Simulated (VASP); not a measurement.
Input of a VASP 6.6.1 run:

INCAR

```
SYSTEM = SiC
PREC     = Accurate       ! precision mode
ENCUT    = 600            ! plane-wave cutoff, eV
EDIFF    = 1E-6           ! SCF threshold, eV
ISMEAR   = 0              ! smearing method
SIGMA    = 0.02           ! smearing width, eV
LREAL    = .FALSE.        ! projectors in reciprocal space
LASPH    = .TRUE.         ! aspherical terms in the spheres
NELM     = 120            ! most SCF steps
ALGO     = Normal         ! electronic algorithm
ISIF     = 2              ! what is computed and relaxed
LWAVE    = .FALSE.        ! write WAVECAR
LCHARG   = .FALSE.        ! write CHGCAR
GGA      = PE             ! functional
NBANDS   = 11             ! bands
GGA_COMPAT= .FALSE.
```

File KPOINTS:

```
Automatic mesh
0
G
  10 10 10
  0 0 0
```

Contents of POSCAR:

```
SiC
1.0
    0.0000000000      2.1683210822      2.1683210822
    2.1683210822      0.0000000000      2.1683210822
    2.1683210822      2.1683210822      0.0000000000
Si C
1 1
Direct
    0.0000000000      0.0000000000      0.0000000000
    0.2500000000      0.2500000000      0.2500000000
```

Potentials or basis: VASP PAW PBE potentials, release 64 (Si, C).

The run is started by

```console
$ cat potpaw_PBE.64/Si/POTCAR potpaw_PBE.64/C/POTCAR > POTCAR
$ mpirun -np 1 vasp_std > vasp.out
```

Question: What does it give for the pressure?

Answer: 6.5 GPa.

Question: What does it give for the band gap on the k mesh?

Answer: 1.34 eV, indirect (least direct gap 4.56 eV).

 A k mesh can miss the band edges.
